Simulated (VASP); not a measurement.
SnO2: single point with PBEsol

SnO2:

```
CELL_PARAMETERS angstrom
4.76948 0.00000 0.00000
0.00000 4.76948 0.00000
0.00000 0.00000 3.21166
ATOMIC_POSITIONS crystal
Sn 0.00000 0.00000 0.00000
Sn 0.50000 0.50000 0.50000
O 0.30627 0.30627 0.00000
O 0.19373 0.80627 0.50000
O 0.69373 0.69373 0.00000
O 0.80627 0.19373 0.50000
```

```
Program             : VASP 6.6.1
Task                : single point
Functional          : PBEsol
Potentials or basis : VASP PAW PBE potentials, release 64 (Sn_d, O)
Cutoff              : 520 eV
k mesh              : 6 × 6 × 10
Occupations         : gaussian, width 0.02 eV
Spin                : no spin polarisation
```

```json
{"Pressure": "0.7 GPa", "Largest force": "0.015 eV/Å", "Band gap on the k mesh": "0.91 eV, direct"}
```

Forces on the atoms (eV/Å):
```
Sn   0.000  0.000  0.000
Sn   0.000  0.000  0.000
O   -0.011 -0.011  0.000
O    0.011 -0.011  0.000
O    0.011  0.011  0.000
O   -0.011  0.011  0.000
```

Stress tensor (GPa, compression positive):
```
0.54 0.00 0.00
0.00 0.54 0.00
0.00 0.00 0.89
```

Levels at points of the mesh, in eV from the valence-band top:
```
           k point  band 23  band 24  band 25  band 26  band 27  band 28  band 29  band 30
(0.00, 0.00, 0.00)    -1.27    -0.78    -0.78     0.00     0.91     5.85     6.04     6.04
(0.50, 0.00, 0.00)    -1.22    -1.22    -0.63    -0.63     4.13     4.13     6.80     6.80
(0.50, 0.50, 0.00)    -1.35    -1.35    -0.89    -0.89     4.53     4.53     7.23     7.23
(0.00, 0.00, 0.50)    -1.64    -1.64    -1.25    -1.25     5.87     5.87     9.43     9.43
(0.50, 0.00, 0.50)    -1.09    -1.09    -0.73    -0.73     6.14     6.14     7.73     7.73
(0.50, 0.50, 0.50)    -0.96    -0.96    -0.82    -0.82     4.55     4.55     8.61     8.61
```

Run time: 75 s on 1 thread of Intel(R) Xeon(R) Platinum 8488C (Sapphire Rapids), on a shared host, peak memory 0.25 GiB.

Caveat: the PAW data sets were made with another functional, which shifts forces and pressure a little; spin-orbit coupling is left out, which moves the levels of the heavy elements. PBEsol gaps usually lie below the measured ones, often by a third to a half.
